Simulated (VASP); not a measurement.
# SiC (F-43m) in VASP: elastic constants with PBEsol

Aim: the elastic constants of SiC with PBEsol.

Program: VASP 6.6.1. These are calculated values, not measurements. Logs are shortened: lines on timing, memory, paths and dates and some standing lists are left out, and cuts for length are marked.

## 1. The cell of the first run

Symmetry: F-43m, No. 216, cubic system. Conventional cell: a = 4.357 Å, b = 4.357 Å, c = 4.357 Å, α = 90.00°, β = 90.00°, γ = 90.00°. Within 2.5 Å of Si (site symmetry -43m) lie 4 C at 1.89 Å. Within 2.5 Å of C (site symmetry -43m) lie 4 Si at 1.89 Å.

## 2. Elastic constants, PBEsol

Contents of INCAR:

```
PREC = Accurate ; ENCUT = 600
EDIFF = 1E-8 ; ISMEAR = 0
SIGMA = 0.01 ; LREAL = F
LASPH = T ; NELM = 80
ALGO = Normal ; ISIF = 3
LWAVE = F ; LCHARG = T
GGA = PS ; NBANDS = 11
IBRION = 6 ; NFREE = 2
POTIM = 0.015 ; NSW = 1
```

Contents of KPOINTS:

```
regular mesh
0
Gamma
  10 10 10
```

Contents of POSCAR:

```
SiC
1.0
    2.1784146558      2.1784146558      0.0000000000
   -2.1784146558      2.1784146558      0.0000000000
    0.0000000000      2.1784146558      2.1784146558
Si C
1 1
Direct
    0.0000000000      0.0000000000      0.0000000000
    0.7500000000      0.2500000000      0.5000000000
```

Potentials or basis: VASP PAW PBE potentials, release 64 (Si, C).

On the command line:

```
cat potpaw_PBE.64/Si/POTCAR potpaw_PBE.64/C/POTCAR > POTCAR
mpirun -np 1 vasp_std > vasp.out
```

OUTCAR:

```text
PREC = Accurate
   ENCUT = 600
   EDIFF = 1E-8
   ISMEAR = 0
   LREAL = F
   LASPH = T
   NELM = 80
   ISIF = 3
   GGA = PS
   IBRION = 6
   NFREE = 2
   POTIM = 0.015
   NSW = 1

 ion  position               nearest neighbor table
   1  0.000  0.000  0.000-   2 1.89   2 1.89   2 1.89   2 1.89
   2  0.750  0.250  0.500-   1 1.89   1 1.89   1 1.89   1 1.89

  LATTYP: Found a face centered cubic cell.
 ALAT       =     4.3568293116

  Lattice vectors:

 A1 = (   0.0000000000,   2.1784146558,   2.1784146558)
 A2 = (   2.1784146558,   0.0000000000,   2.1784146558)
 A3 = (   2.1784146558,   2.1784146558,   0.0000000000)

Analysis of symmetry for initial positions (statically):
=====================================================================
 Subroutine PRICEL returns:
 Original cell was already a primitive cell.

 Routine SETGRP: Setting up the symmetry group for a
 face centered cubic supercell.

 Subroutine GETGRP returns: Found 24 space group operations
 (whereof 24 operations were pure point group operations)
 out of a pool of 48 trial point group operations.

The static configuration has the point symmetry T_d .

Analysis of symmetry for dynamics (positions and initial velocities):
=====================================================================
 Subroutine PRICEL returns:
 Original cell was already a primitive cell.

 Routine SETGRP: Setting up the symmetry group for a
 face centered cubic supercell.

 Subroutine GETGRP returns: Found 24 space group operations
 (whereof 24 operations were pure point group operations)
 out of a pool of 48 trial point group operations.

The dynamic configuration has the point symmetry T_d .

 Subroutine INISYM returns: Found 24 space group operations
 (whereof 24 operations are pure point group operations),
 and found     1 'primitive' translations

----------------------------------------------------------------------------------------

                                     Primitive cell

  volume of cell :      20.6753

  direct lattice vectors                    reciprocal lattice vectors
     2.178414656  2.178414656  0.000000000     0.229524714  0.229524714 -0.229524714
    -2.178414656  2.178414656  0.000000000    -0.229524714  0.229524714 -0.229524714
     0.000000000  2.178414656  2.178414656     0.000000000  0.000000000  0.459049427

  length of vectors
     3.080743551  3.080743551  3.080743551     0.397548466  0.397548466  0.459049427

  position of ions in fractional coordinates (direct lattice)
     0.000000000  0.000000000  0.000000000
     0.750000000  0.250000000  0.500000000

  ion indices of the primitive-cell ions
   primitive index   ion index
                 1           1
                 2           2

----------------------------------------------------------------------------------------

 KPOINTS: regular mesh

Automatic generation of k-mesh.
 Grid dimensions read from file:
 generate k-points for:   10   10   10

 Generating k-lattice:

  Cartesian coordinates                     Fractional coordinates (reciprocal lattice)
     0.022952471  0.022952471 -0.022952471     0.100000000  0.000000000  0.000000000
    -0.022952471  0.022952471 -0.022952471     0.000000000  0.100000000  0.000000000
     0.000000000  0.000000000  0.045904943     0.000000000  0.000000000  0.100000000

  Length of vectors
[... 110 lines left out ...]
  Direction    XX          YY          ZZ          XY          YZ          ZX
  --------------------------------------------------------------------------------------
  -------------------------------------------------------------------------------------
  Total        0.0282528      0.0282528      0.0282528      0.0000000      0.0000000      0.0000000
  in kB        2.1893756      2.1893756      2.1893756      0.0000000      0.0000000      0.0000000
  external PRESSURE =       2.1893756 kB  Pullay stress =       0.0000000 kB
[... 89 lines left out ...]
  FREE ENERGIE OF THE ION-ELECTRON SYSTEM (eV)
  ---------------------------------------------------
  free  energy   TOTEN  =       -15.9099894057 eV

  energy  without entropy=      -15.9099894057  energy(sigma->0) =      -15.90998941

[... ionic steps 4 to 14 ...]

--------------------------------------- Ionic step       15  -------------------------------------------

 number of electron       8.0000000 magnetization

------------------------ aborting loop because EDIFF is reached ----------------------------------------
[... 67 lines left out ...]
--------------------------------------- Ionic step       17  -------------------------------------------

 number of electron       8.0000000 magnetization

 Free energy of the ion-electron system (eV)
  ---------------------------------------------------
  ext. energy  EPLUGINS =         0.00000000
  ---------------------------------------------------
  free energy    TOTEN  =       -15.91392862 eV

  energy without entropy =      -15.91392862  energy(sigma->0) =      -15.91392862

 E-fermi :   8.1833     XC(G=0): -11.5083

 val. band max:        8.1352277309   @ k =   0.0000   0.0000   0.0000
 cond. band min:       9.2978393226   @ k =   0.0000  -1.0000  -0.5000
 fundamental gap:      1.1626115917
 Fermi energy:         8.1833217521

 k-point     1 :       0.0000    0.0000    0.0000
  band No.  band energies     occupation
      1      -7.3655      2.00000
      2       7.9933      2.00000
      3       8.0654      2.00000
      4       8.1352      2.00000
      5      14.2602      0.00000
      6      15.2852      0.00000
      7      15.3134      0.00000
      8      15.3436      0.00000
      9      22.5261      0.00000
     10      22.5264      0.00000
     11      24.3395      0.00000
[... 309 lines left out ...]
 k-point    24 :       0.4000    0.3000    0.0000
  band No.  band energies     occupation
      1      -2.5973      2.00000
      2       0.6533      2.00000
      3       2.7588      2.00000
      4       5.7828      2.00000
      5      11.6023      0.00000
      6      16.6419      0.00000
      7      18.8553      0.00000
      8      19.4654      0.00000
      9      21.2174      0.00000
     10      23.4852      0.00000
     11      29.4312      0.00000

 [... further k-points ...]

------------------------ aborting loop because EDIFF is reached ----------------------------------------

  FORCE on cell =-STRESS in cart. coord.  units (eV):
  Direction    XX          YY          ZZ          XY          YZ          ZX
  --------------------------------------------------------------------------------------
  -------------------------------------------------------------------------------------
  Total        0.0279628      0.0334111      0.0334111      0.0000000     -0.1290566      0.0000000
  in kB        2.1669008      2.5891063      2.5891063      0.0000000    -10.0009029      0.0000000
  external PRESSURE =       2.4483711 kB  Pullay stress =       0.0000000 kB
[... 17 lines left out ...]
  FREE ENERGIE OF THE ION-ELECTRON SYSTEM (eV)
  ---------------------------------------------------
  free  energy   TOTEN  =       -15.9139286175 eV

  energy  without entropy=      -15.9139286175  energy(sigma->0) =      -15.91392862

 INTERNAL STRAIN TENSORS FROM STRAINED CELLS
 ============================================

 INTERNAL STRAIN TENSOR FOR ION    1 for displacements in x,y,z  (eV/Angst):
          X           Y           Z          XY          YZ          ZX
  --------------------------------------------------------------------------------
  x    -0.00000     0.00000     0.00000    -0.00000    -8.60365     0.00000
  y    -0.00000    -0.00000    -0.00000     0.00000    -0.00000    -8.60371
  z     0.00000     0.00000     0.00000    -8.60358     0.00000     0.00000

 INTERNAL STRAIN TENSORS FROM DISPLACED ATOMS
 ============================================

 INTERNAL STRAIN TENSOR FOR ION    1 for displacements in x,y,z  (eV/Angst):
          X           Y           Z          XY          YZ          ZX
  --------------------------------------------------------------------------------
  x     0.00000     0.00000     0.00000     0.00000    -8.60059     0.00000
  y     0.00000     0.00000     0.00000     0.00000     0.00000    -8.60059
  z     0.00000     0.00000     0.00000    -8.60059     0.00000     0.00000

 INTERNAL STRAIN TENSOR FOR ION    2 for displacements in x,y,z  (eV/Angst):
          X           Y           Z          XY          YZ          ZX
  --------------------------------------------------------------------------------
  x     0.00000     0.00000     0.00000     0.00000     8.60189     0.00000
  y     0.00000     0.00000     0.00000     0.00000     0.00000     8.60189
  z     0.00000     0.00000     0.00000     8.60189     0.00000     0.00000

 Eigenvectors and eigenvalues of the dynamical matrix
 ----------------------------------------------------

   1 f  =   23.612970 THz   148.364667 2PiTHz  787.643902 cm-1    97.655354 meV
             X         Y         Z           dx          dy          dz
      0.000000  0.000000  0.000000     0.547326   -0.000000   -0.000000
      1.089207  3.267622  1.089207    -0.836920    0.000000   -0.000000
[... 21 lines left out ...]
   6 f/i=    0.000247 THz     0.001554 2PiTHz    0.008251 cm-1     0.001023 meV
             X         Y         Z           dx          dy          dz
      0.000000  0.000000  0.000000     0.016609    0.567883   -0.614547
      1.089207  3.267622  1.089207     0.010862    0.371382   -0.401899

--------------------------------------------------------------------------------------------------------

 ELASTIC MODULI CONTR FROM IONIC RELAXATION (kBar)
 Direction    XX          YY          ZZ          XY          YZ          ZX
 --------------------------------------------------------------------------------
 XX          -0.0000     -0.0000     -0.0000     -0.0000     -0.0000     -0.0000
 YY          -0.0000     -0.0000     -0.0000     -0.0000     -0.0000     -0.0000
 ZZ          -0.0000     -0.0000     -0.0000     -0.0000     -0.0000     -0.0000
 XY          -0.0000     -0.0000     -0.0000   -298.6928      0.0000      0.0000
 YZ          -0.0000     -0.0000     -0.0000      0.0000   -298.6928      0.0000
 ZX          -0.0000     -0.0000     -0.0000      0.0000      0.0000   -298.6928
 --------------------------------------------------------------------------------

 TOTAL ELASTIC MODULI (kBar)
 Direction    XX          YY          ZZ          XY          YZ          ZX
 --------------------------------------------------------------------------------
 XX        3892.1763   1374.6291   1374.6291     -0.0000     -0.0000     -0.0000
 YY        1374.6291   3892.1763   1374.6291      0.0000      0.0000     -0.0000
 ZZ        1374.6291   1374.6291   3892.1763     -0.0000      0.0000     -0.0000
 XY          -0.0000      0.0000     -0.0000   2442.7767      0.0000      0.0000
 YZ          -0.0000      0.0000      0.0000      0.0000   2442.7767      0.0000
 ZX          -0.0000     -0.0000     -0.0000      0.0000      0.0000   2442.7767
 --------------------------------------------------------------------------------
```

Run time: 4.4 min. Hardware: 1 thread of Intel Xeon 6975P-C (Granite Rapids), shared host; peak memory 0.26 GiB.

What came out:

```
Elastic constants C11, C12, C44                         : 389, 137, 244 GPa
Voigt bulk modulus                                      : 221 GPa
Highest phonon frequency at Γ, LO-TO splitting left out : 788 cm⁻¹
```

Phonon frequencies in cm⁻¹ (negative: imaginary):
| q point | frequencies |
| --- | --- |
| (0.000, 0.000, 0.000) | 0 0 0 788 788 788 |

Elastic tensor in Voigt notation (GPa, in the Cartesian axes of the cell as first typed):
```
389 137 137   0   0   0
137 389 137   0   0   0
137 137 389   0   0   0
  0   0   0 244   0   0
  0   0   0   0 244   0
  0   0   0   0   0 244
```

Clamped-ion elastic tensor (GPa):
```
389 137 137   0   0   0
137 389 137   0   0   0
137 137 389   0   0   0
  0   0   0 274   0   0
  0   0   0   0 274   0
  0   0   0   0   0 274
```

Caveat: the PAW data sets were made with another functional, which shifts forces and pressure a little.
